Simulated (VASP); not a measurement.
# Mo (Im-3m) in VASP: a series of runs

Runs on Mo. Level: r2SCAN+D3(BJ). Tasks: single point.

Everything below comes from runs of VASP 6.6.1. Logs are shortened: lines on timing, memory, paths and dates and some standing lists are left out, and cuts for length are marked.

## Step 1: The cell of the first run

It takes space group Im-3m (No. 229, cubic). The conventional cell has a = 3.141 Å, b = 3.141 Å, c = 3.141 Å, α = 90.00°, β = 90.00°, γ = 90.00°. Mo (site symmetry m-3m) has 14 Mo at 2.72 to 3.14 Å within 3.6 Å.

## Step 2: Single point, r2SCAN+D3(BJ)

POSCAR reads:

```
Mo
1.0
   -1.5705998414      1.5705998414      1.5705998414
    1.5705998414     -1.5705998414      1.5705998414
    1.5705998414      1.5705998414     -1.5705998414
Mo
1
Direct
    0.0000000000      0.0000000000      0.0000000000
```

INCAR.step1 reads:

```
  PREC = Accurate
  ENCUT = 520
  ISMEAR = 0
  SIGMA = 0.1
  LREAL = False
  LASPH = True
  NELM = 100
  NBANDS = 13
  GGA = PE
  ALGO = Normal
  EDIFF = 1E-4
  LWAVE = True
  LCHARG = False
```

INCAR.step2 reads:

```
  PREC = Accurate
  ENCUT = 520
  EDIFF = 1E-6
  ISMEAR = 0
  SIGMA = 0.1
  LREAL = False
  LASPH = True
  NELM = 100
  ALGO = Normal
  ISIF = 2
  LWAVE = False
  LCHARG = False
  METAGGA = R2SCAN
  LMIXTAU = True
  IVDW = 12
  VDW_S6 = 1.0
  VDW_S8 = 0.78981345
  VDW_A1 = 0.49484001
  VDW_A2 = 5.73083694
  NBANDS = 13
  ISTART = 1
```

KPOINTS reads:

```
regular mesh
0
Gamma
  9 9 9
```

Potentials or basis: VASP PAW PBE potentials, release 64 (Mo_sv).

Launch:

```console
$ cat potpaw_PBE.64/Mo_sv/POTCAR > POTCAR
$ cp INCAR.step1 INCAR
$ mpirun -np 1 vasp_std > vasp.out
$ cp INCAR.step2 INCAR
$ mpirun -np 1 vasp_std > vasp.out
```

OUTCAR:

```text
PREC = Accurate
   ENCUT = 520
   EDIFF = 1E-6
   ISMEAR = 0
   LREAL = False
   LASPH = True
   NELM = 100
   ISIF = 2
   METAGGA = R2SCAN
   IVDW = 12
   ISTART = 1
 IVDW          = 12

 ion  position               nearest neighbor table
   1  0.000  0.000  0.000-

  LATTYP: Found a body centered cubic cell.
 ALAT       =     3.1411996828

  Lattice vectors:

 A1 = (  -1.5705998414,   1.5705998414,   1.5705998414)
 A2 = (   1.5705998414,  -1.5705998414,   1.5705998414)
 A3 = (   1.5705998414,   1.5705998414,  -1.5705998414)

Analysis of symmetry for initial positions (statically):
=====================================================================
 Subroutine PRICEL returns:
 Original cell was already a primitive cell.

 Routine SETGRP: Setting up the symmetry group for a
 body centered cubic supercell.

 Subroutine GETGRP returns: Found 48 space group operations
 (whereof 48 operations were pure point group operations)
 out of a pool of 48 trial point group operations.

The static configuration has the point symmetry O_h .

Analysis of symmetry for dynamics (positions and initial velocities):
=====================================================================
 Subroutine PRICEL returns:
 Original cell was already a primitive cell.

 Routine SETGRP: Setting up the symmetry group for a
 body centered cubic supercell.

 Subroutine GETGRP returns: Found 48 space group operations
 (whereof 48 operations were pure point group operations)
 out of a pool of 48 trial point group operations.

The dynamic configuration has the point symmetry O_h .

 Subroutine INISYM returns: Found 48 space group operations
 (whereof 48 operations are pure point group operations),
 and found     1 'primitive' translations

----------------------------------------------------------------------------------------

                                     Primitive cell

  volume of cell :      15.4973

  direct lattice vectors                    reciprocal lattice vectors
    -1.570599841  1.570599841  1.570599841     0.000000000  0.318349707  0.318349707
     1.570599841 -1.570599841  1.570599841     0.318349707  0.000000000  0.318349707
     1.570599841  1.570599841 -1.570599841     0.318349707  0.318349707  0.000000000

  length of vectors
     2.720358724  2.720358724  2.720358724     0.450214474  0.450214474  0.450214474

  position of ions in fractional coordinates (direct lattice)
     0.000000000  0.000000000  0.000000000

  ion indices of the primitive-cell ions
   primitive index   ion index
                 1           1

----------------------------------------------------------------------------------------

 KPOINTS: regular mesh

Automatic generation of k-mesh.
 Grid dimensions read from file:
 generate k-points for:    9    9    9

 Generating k-lattice:

  Cartesian coordinates                     Fractional coordinates (reciprocal lattice)
     0.000000000  0.035372190  0.035372190     0.111111111  0.000000000  0.000000000
     0.035372190  0.000000000  0.035372190     0.000000000  0.111111111  0.000000000
     0.035372190  0.035372190  0.000000000     0.000000000  0.000000000  0.111111111

  Length of vectors
     0.050023830  0.050023830  0.050023830

  Shift w.r.t. Gamma in fractional coordinates (k-lattice)
     0.000000000  0.000000000  0.000000000

 Subroutine IBZKPT returns following result:
 ===========================================

 Found     35 irreducible k-points:

 Following reciprocal coordinates:
            Coordinates               Weight
  0.000000  0.000000  0.000000      1.000000
  0.111111  0.000000  0.000000     12.000000
  0.222222  0.000000  0.000000     12.000000
  0.333333  0.000000  0.000000     12.000000
  0.444444  0.000000  0.000000     12.000000
  0.111111  0.111111  0.000000     24.000000
[... 16 lines left out ...]
 -0.333333  0.444444  0.111111     48.000000
 -0.444444 -0.444444  0.111111     24.000000
 [... further k-points ...]
   k-points           NKPTS =     35   k-points in BZ     NKDIM =     35   number of bands    NBANDS=     13
   number of dos      NEDOS =    301   number of ions     NIONS =      1
   total plane-waves  NPLWV =   8000
   dimension x,y,z NGX =    20 NGY =   20 NGZ =   20
   dimension x,y,z NGXF=    40 NGYF=   40 NGZF=   40
   ions per type =               1
   NGX,Y,Z   is equivalent  to a cutoff of  12.22, 12.22, 12.22 a.u.
   NGXF,Y,Z  is equivalent  to a cutoff of  24.44, 24.44, 24.44 a.u.
 SYSTEM =  unknown system
   PREC   = accura    normal or accurate (medium, high low for compatibility)
   ISTART =      1    job   : 0-new  1-cont  2-samecut
   ICHARG =      0    charge: 1-file 2-atom 10-const
   ISPIN  =      1    spin polarized calculation?
   LNONCOLLINEAR =      F non collinear calculations
   LSORBIT =      F    spin-orbit coupling
   LASPH  =      T    aspherical Exc in radial PAW
   ENCUT  =  520.0 eV  38.22 Ry    6.18 a.u.   5.06  5.06  5.06*2*pi/ulx,y,z
   NELM   =    100;   NELMIN=  2; NELMDL=  0     # of ELM steps
   EDIFF  = 0.1E-05   stopping-criterion for ELM
   LREAL  =      F    real-space projection
   EDIFFG = 0.1E-04   stopping-criterion for IOM
   NSW    =      0    number of steps for IOM
   IBRION =     -1    ionic relax: 0-MD 1-quasi-New 2-CG
   NFREE  =      0    steps in history (QN), initial steepest desc. (CG)
   ISIF   =      2    stress and relaxation
   ISYM   =      2    0-nonsym 1-usesym 2-fastsym
   POTIM  = 0.5000    time-step for ionic-motion
   TEBEG  =    0.0;   TEEND  =   0.0 temperature during run
   PSTRESS=    0.0 pullay stress
   NELECT =      14.0000    total number of electrons
   NUPDOWN=      -1.0000    fix difference up-down
   EMIN   =  10.00;   EMAX   =-10.00  energy-range for DOS
   EFERMI =   0.00;   METHOD = LEGACY
   ISMEAR =     0;   SIGMA  =   0.10  broadening in eV -4-tet -1-fermi 0-gaus
   EFERMI_NEDOS =   21; number of points for ismear=-14 and -15
   IALGO  =     38    algorithm
   IMIX   =      4    mixing-type and parameters
     AMIX     =   0.40;   BMIX     =  1.00
     AMIX_MAG =   1.60;   BMIX_MAG =  1.00
  volume/ion in A,a.u.               =      15.50       104.58
  Fermi-wavevector in a.u.,A,eV,Ry     =   1.582579  2.990640 34.076541  2.504555
  Thomas-Fermi vector in A             =   2.682480
   LORBIT       =      0    0 simple, 1 ext, 2 COOP (PROOUT), +10 PAW based schemes
   METAGGA = R2SCAN    functional components
   LHFCALC =     F    Hartree Fock is set to
   AEXX    =    0.0000 exact exchange contribution
   IVDW    =    12    specifies the selected vdW correction
   LEPSILON=     F    determine dielectric tensor
   LRPA    =     F    only Hartree local field effects (RPA)
 non-spin polarized calculation
 Gauss-broadening in eV      SIGMA  =   0.10
  energy-cutoff  :      520.00
  volume of cell :       15.50
 maximum number of plane-waves:       430
   NGX = 11   NGY = 11   NGZ = 11

 number of electron      14.0000000 magnetization

 Free energy of the ion-electron system (eV)
  ---------------------------------------------------
  ext. energy  EPLUGINS =         0.00000000
  ---------------------------------------------------
  free energy    TOTEN  =       -26.09119124 eV

  energy without entropy =      -26.08711408  energy(sigma->0) =      -26.08915266

 E-fermi :  12.6835     XC(G=0): -14.6934

 val. band max:       12.6560184068   @ k =  -0.2222   0.2222   0.1111
 cond. band min:      12.9112319689   @ k =  -0.4444   0.4444   0.2222
 fundamental gap:      0.2552135621
 Fermi energy:        12.6834927114

 k-point     1 :       0.0000    0.0000    0.0000
  band No.  band energies     occupation
      1     -50.5423      2.00000
      2     -22.9923      2.00000
      3     -22.9923      2.00000
      4     -22.9923      2.00000
      5       4.9994      2.00000
      6      11.2495      2.00000
      7      11.2495      2.00000
      8      11.2495      2.00000
      9      14.6080      0.00000
     10      14.6080      0.00000
     11      28.1988      0.00000
     12      28.1988      0.00000
     13      28.1988      0.00000

 k-point     2 :       0.1111    0.0000    0.0000
  band No.  band energies     occupation
      1     -50.5076      2.00000
      2     -23.1855      2.00000
      3     -23.0514      2.00000
      4     -22.9938      2.00000
      5       5.5609      2.00000
      6      10.9338      2.00000
      7      11.1744      2.00000
      8      11.7865      2.00000
      9      14.2006      0.00000
     10      14.6173      0.00000
     11      28.5721      0.00000
     12      29.1576      0.00000
     13      29.2002      0.00000

 k-point     3 :       0.2222    0.0000    0.0000
  band No.  band energies     occupation
      1     -50.4188      2.00000
      2     -23.6587      2.00000
      3     -23.1987      2.00000
      4     -22.9976      2.00000
      5       6.8271      2.00000
      6      10.2217      2.00000
      7      10.9677      2.00000
      8      13.3022      0.00000
      9      13.9436      0.00000
     10      14.7158      0.00000
     11      28.5274      0.00000
     12      29.9854      0.00000
     13      31.7507      0.00000
[... 305 lines left out ...]
 k-point    23 :      -0.3333    0.4444    0.1111
  band No.  band energies     occupation
      1     -50.2195      2.00000
      2     -24.2625      2.00000
      3     -23.6417      2.00000
      4     -23.2374      2.00000
      5       8.3600      2.00000
      6       9.7899      2.00000
      7      10.8726      2.00000
      8      13.3795      0.00000
      9      15.7836      0.00000
     10      18.2779      0.00000
     11      26.0901      0.00000
     12      28.4391      0.00000
     13      31.1872      0.00000

 k-point    24 :      -0.4444   -0.4444    0.1111
  band No.  band energies     occupation
      1     -50.1877      2.00000
      2     -24.3784      2.00000
      3     -23.7202      2.00000
      4     -23.2364      2.00000
      5       8.1064      2.00000
      6      10.0202      2.00000
      7      10.7356      2.00000
      8      13.5545      0.00000
      9      16.5734      0.00000
     10      20.1751      0.00000
     11      24.3192      0.00000
     12      27.2986      0.00000
     13      30.2395      0.00000

 [... further k-points ...]

------------------------ aborting loop because EDIFF is reached ----------------------------------------

 Edisp (eV)   -0.34001

 E8    (eV) :    -0.1283

  FORCE on cell =-STRESS in cart. coord.  units (eV):
  Direction    XX          YY          ZZ          XY          YZ          ZX
  --------------------------------------------------------------------------------------
  -------------------------------------------------------------------------------------
  Total      -0.03620    -0.03620    -0.03620    -0.00000    -0.00000     0.00000
  in kB      -3.74289    -3.74289    -3.74289    -0.00000    -0.00000     0.00000
  external pressure =       -3.74 kB  Pullay stress =        0.00 kB

 VOLUME and BASIS-vectors are now :
 -----------------------------------------------------------------------------
  energy-cutoff  :      520.00
  volume of cell :       15.50
      direct lattice vectors                 reciprocal lattice vectors
    -1.570599841  1.570599841  1.570599841     0.000000000  0.318349707  0.318349707
     1.570599841 -1.570599841  1.570599841     0.318349707  0.000000000  0.318349707
     1.570599841  1.570599841 -1.570599841     0.318349707  0.318349707  0.000000000

 POSITION                                       TOTAL-FORCE (eV/Angst)
 -----------------------------------------------------------------------------------
      0.00000      0.00000      0.00000         0.000000      0.000000      0.000000
 -----------------------------------------------------------------------------------
    total drift:                                0.000000     -0.000000     -0.000000

  FREE ENERGIE OF THE ION-ELECTRON SYSTEM (eV)
  ---------------------------------------------------
  free  energy   TOTEN  =       -26.4312017111 eV

  energy  without entropy=      -26.4271245442  energy(sigma->0) =      -26.42916313
```

It took 37 s on 1 thread of AMD EPYC 7R13, shared host; peak memory 0.11 GiB.

What came out:

```yaml
Free_energy: -26.4312 eV
Pressure: -0.4 GPa
Band_gap_on_the_k_mesh: zero (bands 7 and 8 overlap by 4.87 eV)
Dispersion_energy_per_atom: -0.340 eV
```

Levels at points of the mesh, in eV from the Fermi level:
| k point | band 5 | band 6 | band 7 | band 8 | band 9 | band 10 |
| --- | --- | --- | --- | --- | --- | --- |
| (0.00, 0.00, 0.00) | -7.68 | -1.43 | -1.43 | -1.43 | 1.92 | 1.92 |

Caveat: three body term missing; the PAW data sets were made with another functional, which shifts forces and pressure a little.

[end of part 1 of 2]
